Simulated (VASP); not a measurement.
# NaCl (Pm-3m) in VASP: further runs, part 2 of 2

VASP 6.6.1.

**4. Single point, LDA**

This run uses another cell than the first one, of 22.77 Å³/atom, 1.039 times its volume.

Contents of INCAR:

```
ALGO = Normal
EDIFF = 1E-6
ENCUT = 520
ISIF = 2
ISMEAR = -1
LASPH = T
LCHARG = F
LREAL = F
LWAVE = F
NBANDS = 14
NELM = 80
PREC = Accurate
SIGMA = 0.05
```

Contents of KPOINTS:

```
k-points
0
Gamma
  8 8 8
```

Contents of POSCAR:

```
NaCl
1.0
    3.5708778306      0.0000000000      0.0000000000
    0.0000000000      3.5708778306      0.0000000000
    0.0000000000      0.0000000000      3.5708778306
Cl Na
1 1
Direct
    0.5000000000      0.5000000000      0.5000000000
    0.0000000000      0.0000000000      0.0000000000
```

Potentials or basis: VASP PAW LDA potentials, release 64 (Cl, Na_pv).

The run is started by

```
$ cat potpaw_LDA.64/Cl/POTCAR potpaw_LDA.64/Na_pv/POTCAR > POTCAR
$ mpirun -np 1 vasp_std > vasp.out
```

OUTCAR:

```text
EDIFF = 1E-6
   ENCUT = 520
   ISIF = 2
   ISMEAR = -1
   LASPH = T
   LREAL = F
   NELM = 80
   PREC = Accurate

 ion  position               nearest neighbor table
   1  0.500  0.500  0.500-
   2  0.000  0.000  0.000-

  LATTYP: Found a simple cubic cell.
 ALAT       =     3.5708778306

  Lattice vectors:

 A1 = (   3.5708778306,   0.0000000000,   0.0000000000)
 A2 = (   0.0000000000,   3.5708778306,   0.0000000000)
 A3 = (   0.0000000000,   0.0000000000,   3.5708778306)

Analysis of symmetry for initial positions (statically):
=====================================================================
 Subroutine PRICEL returns:
 Original cell was already a primitive cell.

 Routine SETGRP: Setting up the symmetry group for a
 simple cubic supercell.

 Subroutine GETGRP returns: Found 48 space group operations
 (whereof 48 operations were pure point group operations)
 out of a pool of 48 trial point group operations.

The static configuration has the point symmetry O_h .

Analysis of symmetry for dynamics (positions and initial velocities):
=====================================================================
 Subroutine PRICEL returns:
 Original cell was already a primitive cell.

 Routine SETGRP: Setting up the symmetry group for a
 simple cubic supercell.

 Subroutine GETGRP returns: Found 48 space group operations
 (whereof 48 operations were pure point group operations)
 out of a pool of 48 trial point group operations.

The dynamic configuration has the point symmetry O_h .

 Subroutine INISYM returns: Found 48 space group operations
 (whereof 48 operations are pure point group operations),
 and found     1 'primitive' translations

----------------------------------------------------------------------------------------

                                     Primitive cell

  volume of cell :      45.5329

  direct lattice vectors                    reciprocal lattice vectors
     3.570877831  0.000000000  0.000000000     0.280043185  0.000000000  0.000000000
     0.000000000  3.570877831  0.000000000     0.000000000  0.280043185  0.000000000
     0.000000000  0.000000000  3.570877831     0.000000000  0.000000000  0.280043185

  length of vectors
     3.570877831  3.570877831  3.570877831     0.280043185  0.280043185  0.280043185

  position of ions in fractional coordinates (direct lattice)
     0.500000000  0.500000000  0.500000000
     0.000000000  0.000000000  0.000000000

  ion indices of the primitive-cell ions
   primitive index   ion index
                 1           1
                 2           2

----------------------------------------------------------------------------------------

 KPOINTS: k-points

Automatic generation of k-mesh.
 Grid dimensions read from file:
 generate k-points for:    8    8    8

 Generating k-lattice:

  Cartesian coordinates                     Fractional coordinates (reciprocal lattice)
     0.035005398  0.000000000  0.000000000     0.125000000  0.000000000  0.000000000
     0.000000000  0.035005398  0.000000000     0.000000000  0.125000000  0.000000000
     0.000000000  0.000000000  0.035005398     0.000000000  0.000000000  0.125000000

  Length of vectors
     0.035005398  0.035005398  0.035005398

  Shift w.r.t. Gamma in fractional coordinates (k-lattice)
     0.000000000  0.000000000  0.000000000

 Subroutine IBZKPT returns following result:
 ===========================================

 Found     35 irreducible k-points:

 Following reciprocal coordinates:
            Coordinates               Weight
  0.000000  0.000000  0.000000      1.000000
  0.125000  0.000000  0.000000      6.000000
  0.250000  0.000000  0.000000      6.000000
  0.375000  0.000000  0.000000      6.000000
  0.500000  0.000000  0.000000      3.000000
  0.125000  0.125000  0.000000     12.000000
[... 16 lines left out ...]
  0.375000  0.375000  0.125000     24.000000
  0.500000  0.375000  0.125000     24.000000
 [... further k-points ...]
   k-points           NKPTS =     35   k-points in BZ     NKDIM =     35   number of bands    NBANDS=     14
   number of dos      NEDOS =    301   number of ions     NIONS =      2
   total plane-waves  NPLWV =  21952
   dimension x,y,z NGX =    28 NGY =   28 NGZ =   28
   dimension x,y,z NGXF=    56 NGYF=   56 NGZF=   56
   ions per type =               1   1
   NGX,Y,Z   is equivalent  to a cutoff of  13.04, 13.04, 13.04 a.u.
   NGXF,Y,Z  is equivalent  to a cutoff of  26.07, 26.07, 26.07 a.u.
 SYSTEM =  unknown system
   PREC   = accura    normal or accurate (medium, high low for compatibility)
   ISTART =      0    job   : 0-new  1-cont  2-samecut
   ICHARG =      2    charge: 1-file 2-atom 10-const
   ISPIN  =      1    spin polarized calculation?
   LNONCOLLINEAR =      F non collinear calculations
   LSORBIT =      F    spin-orbit coupling
   LASPH  =      T    aspherical Exc in radial PAW
   ENCUT  =  520.0 eV  38.22 Ry    6.18 a.u.   6.64  6.64  6.64*2*pi/ulx,y,z
   NELM   =     80;   NELMIN=  2; NELMDL= -5     # of ELM steps
   EDIFF  = 0.1E-05   stopping-criterion for ELM
   LREAL  =      F    real-space projection
   EDIFFG = 0.1E-04   stopping-criterion for IOM
   NSW    =      0    number of steps for IOM
   IBRION =     -1    ionic relax: 0-MD 1-quasi-New 2-CG
   NFREE  =      0    steps in history (QN), initial steepest desc. (CG)
   ISIF   =      2    stress and relaxation
   ISYM   =      2    0-nonsym 1-usesym 2-fastsym
   POTIM  = 0.5000    time-step for ionic-motion
   TEBEG  =    0.0;   TEEND  =   0.0 temperature during run
   PSTRESS=    0.0 pullay stress
   NELECT =      14.0000    total number of electrons
   NUPDOWN=      -1.0000    fix difference up-down
   EMIN   =  10.00;   EMAX   =-10.00  energy-range for DOS
   EFERMI =   0.00;   METHOD = LEGACY
   ISMEAR =    -1;   SIGMA  =   0.05  broadening in eV -4-tet -1-fermi 0-gaus
   EFERMI_NEDOS =   21; number of points for ismear=-14 and -15
   IALGO  =     38    algorithm
   IMIX   =      4    mixing-type and parameters
     AMIX     =   0.40;   BMIX     =  1.00
     AMIX_MAG =   1.60;   BMIX_MAG =  1.00
  volume/ion in A,a.u.               =      22.77       153.64
  Fermi-wavevector in a.u.,A,eV,Ry     =   1.104950  2.088052 16.611542  1.220914
  Thomas-Fermi vector in A             =   2.241430
   LORBIT       =      0    0 simple, 1 ext, 2 COOP (PROOUT), +10 PAW based schemes
   GGA     = CA    functional components
   LHFCALC =     F    Hartree Fock is set to
   AEXX    =    0.0000 exact exchange contribution
   IVDW    =     0    specifies the selected vdW correction
   LEPSILON=     F    determine dielectric tensor
   LRPA    =     F    only Hartree local field effects (RPA)
 non-spin polarized calculation
  energy-cutoff  :      520.00
  volume of cell :       45.53
 maximum number of plane-waves:      1245
 NGX is ok and might be reduce to    28
   NGX = 13   NGY = 13   NGZ = 13

 number of electron      14.0000002 magnetization

 Free energy of the ion-electron system (eV)
  ---------------------------------------------------
  ext. energy  EPLUGINS =         0.00000000
  ---------------------------------------------------
  free energy    TOTEN  =        -7.01461589 eV

  energy without entropy =       -7.01461589  energy(sigma->0) =       -7.01461589

 E-fermi :   0.8977     XC(G=0):  -8.7011

 val. band max:       -0.1771595203   @ k =   0.5000   0.5000   0.0000
 cond. band min:       3.2565730797   @ k =   0.0000   0.0000   0.0000
 fundamental gap:      3.4337325999
 Fermi energy:         0.8977369389

 k-point     1 :       0.0000    0.0000    0.0000
  band No.  band energies     occupation
      1     -22.2399      2.00000
      2     -22.2399      2.00000
      3     -22.2399      2.00000
      4     -13.2967      2.00000
      5      -0.6400      2.00000
      6      -0.6400      2.00000
      7      -0.6400      2.00000
      8       3.2566      0.00000
      9       8.1503      0.00000
     10       8.1503      0.00000
     11      14.5668      0.00000
     12      14.5668      0.00000
     13      14.5668      0.00000
     14      15.4360      0.00000
[... 375 lines left out ...]
 k-point    24 :       0.5000    0.3750    0.1250
  band No.  band energies     occupation
      1     -22.2674      2.00000
      2     -22.2621      2.00000
      3     -22.2387      2.00000
      4     -12.7427      2.00000
      5      -2.3667      2.00000
      6      -2.0342      2.00000
      7      -0.5245      2.00000
      8       5.5339      0.00000
      9       8.6606      0.00000
     10       9.0552      0.00000
     11      10.4740      0.00000
     12      12.7878      0.00000
     13      12.8577      0.00000
     14      15.3282      0.00000

 [... further k-points ...]
[... 5 lines left out ...]
  --------------------------------------------------------------------------------------
  -------------------------------------------------------------------------------------
  Total       -1.1543932     -1.1543932     -1.1543932      0.0000000      0.0000000      0.0000000
  in kB      -40.6199477    -40.6199477    -40.6199477      0.0000000      0.0000000      0.0000000
  external PRESSURE =     -40.6199477 kB  Pullay stress =       0.0000000 kB

 VOLUME and BASIS-vectors are now :
 -----------------------------------------------------------------------------
  energy-cutoff  :      520.00
  volume of cell :       45.53
      direct lattice vectors                 reciprocal lattice vectors
     3.570877831  0.000000000  0.000000000     0.280043185  0.000000000  0.000000000
     0.000000000  3.570877831  0.000000000     0.000000000  0.280043185  0.000000000
     0.000000000  0.000000000  3.570877831     0.000000000  0.000000000  0.280043185

 POSITION                                       TOTAL-FORCE (eV/Angst)
 -----------------------------------------------------------------------------------
      1.78544      1.78544      1.78544         0.000000      0.000000      0.000000
      0.00000      0.00000      0.00000         0.000000      0.000000      0.000000
 -----------------------------------------------------------------------------------
    total drift:                               -0.000000      0.000000      0.000000

  FREE ENERGIE OF THE ION-ELECTRON SYSTEM (eV)
  ---------------------------------------------------
  free  energy   TOTEN  =        -7.0146158946 eV

  energy  without entropy=       -7.0146158946  energy(sigma->0) =       -7.01461589
```

stdout:

```text
POSCAR found type information on POSCAR ClNa
 POSCAR found :  2 types and       2 ions
 scaLAPACK will be used
 LDA part: xc-table for (Slater(with rela. corr.)+CA(PZ))
 , standard interpolation
 POSCAR, INCAR and KPOINTS ok, starting setup
 FFT: planning ... GRIDC
 FFT: planning ... GRID_SOFT
 FFT: planning ... GRID
 WAVECAR not read
 entering main loop
```

Wall time 15 s (1 thread of AMD EPYC 7R43 (Zen 3), shared host); peak memory 0.11 GiB.

What came out:

```yaml
Free_energy: -7.0146 eV
Pressure: -4.1 GPa
Band_gap_on_the_k_mesh: 3.43 eV, indirect (least direct gap 3.90 eV)
```

Levels at points of the mesh, in eV from the valence-band top:
| k point | band 5 | band 6 | band 7 | band 8 | band 9 | band 10 |
| --- | --- | --- | --- | --- | --- | --- |
| (0.00, 0.00, 0.00) | -0.46 | -0.46 | -0.46 | 3.43 | 8.33 | 8.33 |
| (0.50, 0.00, 0.00) | -2.80 | -0.24 | -0.24 | 6.37 | 7.88 | 10.30 |
| (0.50, 0.50, 0.00) | -2.14 | -2.14 | 0.00 | 5.20 | 9.45 | 10.27 |
| (0.50, 0.50, 0.50) | -1.73 | -1.73 | -1.73 | 6.77 | 6.77 | 6.77 |

**5. Single point, PBE**

This run uses another cell than the first one, of 21.48 Å³/atom, 0.980 times its volume.

Contents of INCAR:

```
PREC = Accurate
ENCUT = 520
EDIFF = 1E-7
ISMEAR = -1
SIGMA = 0.05
LREAL = F
LASPH = T
NELM = 60
ALGO = Normal
ISIF = 2
LWAVE = F
LCHARG = F
GGA = PE
NBANDS = 14
```

Contents of KPOINTS:

```
Automatic mesh
0
Gamma
  8 8 8
```

Contents of POSCAR:

```
NaCl
1.0
    3.5021900000      0.0000000000      0.0000000000
    0.0000000000      3.5021900000      0.0000000000
    0.0000000000      0.0000000000      3.5021900000
Cl Na
1 1
Direct
    0.5000000000      0.5000000000      0.5000000000
    0.0000000000      0.0000000000      0.0000000000
```

Potentials or basis: VASP PAW PBE potentials, release 64 (Cl, Na_pv).

The run is started by

```
$ cat potpaw_PBE.64/Cl/POTCAR potpaw_PBE.64/Na_pv/POTCAR > POTCAR
$ mpirun -np 1 vasp_std > vasp.out
```

OUTCAR:

```text
PREC = Accurate
   ENCUT = 520
   EDIFF = 1E-7
   ISMEAR = -1
   LREAL = F
   LASPH = T
   NELM = 60
   ISIF = 2
   GGA = PE

 ion  position               nearest neighbor table
   1  0.500  0.500  0.500-
   2  0.000  0.000  0.000-

  LATTYP: Found a simple cubic cell.
 ALAT       =     3.5021900000

  Lattice vectors:

 A1 = (   3.5021900000,   0.0000000000,   0.0000000000)
 A2 = (   0.0000000000,   3.5021900000,   0.0000000000)
 A3 = (   0.0000000000,   0.0000000000,   3.5021900000)

Analysis of symmetry for initial positions (statically):
=====================================================================
 Subroutine PRICEL returns:
 Original cell was already a primitive cell.

 Routine SETGRP: Setting up the symmetry group for a
 simple cubic supercell.

 Subroutine GETGRP returns: Found 48 space group operations
 (whereof 48 operations were pure point group operations)
 out of a pool of 48 trial point group operations.

The static configuration has the point symmetry O_h .

Analysis of symmetry for dynamics (positions and initial velocities):
=====================================================================
 Subroutine PRICEL returns:
 Original cell was already a primitive cell.

 Routine SETGRP: Setting up the symmetry group for a
 simple cubic supercell.

 Subroutine GETGRP returns: Found 48 space group operations
 (whereof 48 operations were pure point group operations)
 out of a pool of 48 trial point group operations.

The dynamic configuration has the point symmetry O_h .

 Subroutine INISYM returns: Found 48 space group operations
 (whereof 48 operations are pure point group operations),
 and found     1 'primitive' translations

----------------------------------------------------------------------------------------

                                     Primitive cell
[... 107 lines left out ...]
   EFERMI_NEDOS =   21; number of points for ismear=-14 and -15
   IALGO  =     38    algorithm
   IMIX   =      4    mixing-type and parameters
     AMIX     =   0.40;   BMIX     =  1.00
     AMIX_MAG =   1.60;   BMIX_MAG =  1.00
  volume/ion in A,a.u.               =      21.48       144.94
  Fermi-wavevector in a.u.,A,eV,Ry     =   1.126621  2.129005 17.269530  1.269275
  Thomas-Fermi vector in A             =   2.263304
   LORBIT       =      0    0 simple, 1 ext, 2 COOP (PROOUT), +10 PAW based schemes
   GGA     = PE    functional components
[... 5 lines left out ...]
 non-spin polarized calculation
  energy-cutoff  :      520.00
  volume of cell :       42.96
 maximum number of plane-waves:      1189
 NGX is ok and might be reduce to    28
   NGX = 13   NGY = 13   NGZ = 13

 number of electron      13.9999982 magnetization

 Free energy of the ion-electron system (eV)
  ---------------------------------------------------
  ext. energy  EPLUGINS =         0.00000000
  ---------------------------------------------------
  free energy    TOTEN  =        -6.46871738 eV

  energy without entropy =       -6.46871738  energy(sigma->0) =       -6.46871738

 E-fermi :   1.4277     XC(G=0):  -8.4327

 val. band max:        0.4245547807   @ k =   0.5000   0.5000   0.0000
 cond. band min:       4.4031525293   @ k =   0.0000   0.0000   0.0000
 fundamental gap:      3.9785977485
 Fermi energy:         1.4277314162

 k-point     1 :       0.0000    0.0000    0.0000
  band No.  band energies     occupation
      1     -21.6491      2.00000
      2     -21.6491      2.00000
      3     -21.6491      2.00000
      4     -12.9519      2.00000
      5      -0.0661      2.00000
      6      -0.0661      2.00000
      7      -0.0661      2.00000
      8       4.4032      0.00000
      9       9.0039      0.00000
     10       9.0039      0.00000
     11      16.1128      0.00000
     12      16.1128      0.00000
     13      16.1129      0.00000
     14      16.3375      0.00000
[... 377 lines left out ...]
      1     -21.6814      2.00000
      2     -21.6750      2.00000
      3     -21.6477      2.00000
      4     -12.3327      2.00000
      5      -1.8878      2.00000
      6      -1.5393      2.00000
      7       0.0542      2.00000
      8       6.5045      0.00000
      9       9.8359      0.00000
     10      10.1831      0.00000
     11      11.5202      0.00000
     12      13.9635      0.00000
     13      13.9803      0.00000
     14      16.8119      0.00000

 [... further k-points ...]
[... 5 lines left out ...]
  --------------------------------------------------------------------------------------
  -------------------------------------------------------------------------------------
  Total        0.0147018      0.0147018      0.0147018      0.0000000      0.0000000     -0.0000000
  in kB        0.5483568      0.5483568      0.5483568      0.0000000      0.0000000     -0.0000000
  external PRESSURE =       0.5483568 kB  Pullay stress =       0.0000000 kB

 VOLUME and BASIS-vectors are now :
 -----------------------------------------------------------------------------
  energy-cutoff  :      520.00
  volume of cell :       42.96
      direct lattice vectors                 reciprocal lattice vectors
     3.502190000  0.000000000  0.000000000     0.285535622  0.000000000  0.000000000
     0.000000000  3.502190000  0.000000000     0.000000000  0.285535622  0.000000000
     0.000000000  0.000000000  3.502190000     0.000000000  0.000000000  0.285535622

 POSITION                                       TOTAL-FORCE (eV/Angst)
 -----------------------------------------------------------------------------------
      1.75110      1.75110      1.75110         0.000000      0.000000      0.000000
      0.00000      0.00000      0.00000         0.000000      0.000000      0.000000
 -----------------------------------------------------------------------------------
    total drift:                               -0.000000      0.000000      0.000000

  FREE ENERGIE OF THE ION-ELECTRON SYSTEM (eV)
  ---------------------------------------------------
  free  energy   TOTEN  =        -6.4687173800 eV

  energy  without entropy=       -6.4687173799  energy(sigma->0) =       -6.46871738
```

OSZICAR:

```text
N       E                     dE             d eps       ncg     rms          rms(c)
DAV:   1     0.103168063363E+03    0.10317E+03   -0.71494E+03   980   0.104E+03
DAV:   2     0.208580070824E+01   -0.10108E+03   -0.91273E+02  1078   0.269E+02
DAV:   3    -0.657921139490E+01   -0.86650E+01   -0.85967E+01  1238   0.744E+01
DAV:   4    -0.672278303115E+01   -0.14357E+00   -0.14352E+00  1142   0.101E+01
DAV:   5    -0.672556635149E+01   -0.27833E-02   -0.27832E-02  1286   0.146E+00    0.229E+00
DAV:   6    -0.649845065711E+01    0.22712E+00   -0.31089E-01  1252   0.340E+00    0.164E+00
DAV:   7    -0.646874573597E+01    0.29705E-01   -0.91100E-02  1372   0.180E+00    0.113E+00
DAV:   8    -0.646886845510E+01   -0.12272E-03   -0.10981E-02  1058   0.938E-01    0.415E-01
DAV:   9    -0.646864215180E+01    0.22630E-03   -0.44397E-04  1238   0.157E-01    0.197E-01
DAV:  10    -0.646872038190E+01   -0.78230E-04   -0.24787E-04  1058   0.113E-01    0.336E-02
DAV:  11    -0.646871711326E+01    0.32686E-05   -0.10388E-05  1226   0.284E-02    0.123E-02
DAV:  12    -0.646871703371E+01    0.79555E-07   -0.25305E-06  1052   0.127E-02    0.534E-03
DAV:  13    -0.646871746935E+01   -0.43564E-06   -0.26986E-07  1190   0.358E-03    0.161E-03
DAV:  14    -0.646871738004E+01    0.89314E-07   -0.88441E-09   676   0.742E-04
   1 F= -.64687174E+01 E0= -.64687174E+01  d E =-.110471E-09
```

It took 15 s on 1 thread of Intel Xeon 6975P-C (Granite Rapids), shared host; peak memory 0.15 GiB.

Results:

```yaml
Free_energy: -6.4687 eV
Pressure: 0.1 GPa
Band_gap_on_the_k_mesh: 3.98 eV, indirect (least direct gap 4.47 eV)
```

A k mesh can miss the band edges. Expect the measured gap to be larger: semilocal functionals such as PBE lack the derivative discontinuity.

**6. The runs side by side**

| level | potentials or basis | cell | gap on the mesh (eV) | pressure (GPa) |
| --- | --- | --- | --- | --- |
| LDA | VASP PAW LDA potentials, release 64 (Cl, Na_pv) | a = 3.525 Å, 2 atoms | 3.55 | -3.5 |
| LDA | VASP PAW LDA potentials, release 64 (Cl, Na_pv) | a = 3.548 Å, 2 atoms | 3.49 | -3.8 |
| LDA | VASP PAW LDA potentials, release 64 (Cl, Na_pv) | a = 3.571 Å, 2 atoms | 3.43 | -4.1 |
| PBE | VASP PAW PBE potentials, release 64 (Cl, Na_pv) | a = 3.502 Å, 2 atoms | 3.98 | 0.1 |

Alike in all rows: task single point; no spin polarisation; k mesh 8 × 8 × 8; cutoff (eV) 520; smearing fermi-dirac 0.05 eV.

Absolute energies hang on the potentials; compare differences alone.
